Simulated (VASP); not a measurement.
A run of VASP 6.6.1:

Contents of INCAR:

```
SYSTEM = Ge
PREC     = Accurate       ! precision mode
ENCUT    = 520            ! plane-wave cutoff, eV
EDIFF    = 1E-7           ! SCF threshold, eV
ISMEAR   = -1             ! smearing method
SIGMA    = 0.05           ! smearing width, eV
LREAL    = .FALSE.        ! projectors in reciprocal space
LASPH    = .TRUE.         ! aspherical terms in the spheres
NELM     = 100            ! most SCF steps
ALGO     = Normal         ! electronic algorithm
ISIF     = 2              ! what is computed and relaxed
LWAVE    = .FALSE.        ! write WAVECAR
LCHARG   = .TRUE.         ! write CHGCAR
GGA      = RP             ! functional
IVDW     = 13             ! dispersion correction
LELF     = .TRUE.         ! ELF
LVHAR    = .TRUE.       
NBANDS   = 21             ! bands
```

KPOINTS

```
Automatic mesh
0
G
  8 8 8
  0 0 0
```

The input POSCAR:

```
Ge
1.0
    0.0000000000      2.8289100000      2.8289100000
    2.8289100000      0.0000000000      2.8289100000
    2.8289100000      2.8289100000      0.0000000000
Ge
2
Direct
    0.7500000000      0.7500000000      0.7500000000
    0.5000000000      0.5000000000      0.5000000000
```

Potentials or basis: VASP PAW PBE potentials, release 64 (Ge_d).

Launch:

```bash
$ cat potpaw_PBE.64/Ge_d/POTCAR > POTCAR
$ mpirun -np 1 vasp_std > vasp.out
```

Hardware: 1 thread of Intel(R) Xeon(R) Platinum 8488C (Sapphire Rapids) (shared host).

Q: Estimate the wall time of this run.

A: Wall time 30 s on 1 thread of Intel(R) Xeon(R) Platinum 8488C (Sapphire Rapids), with other jobs on the host, peak memory 0.17 GiB. Counts: scf iterations 12, k points 29.
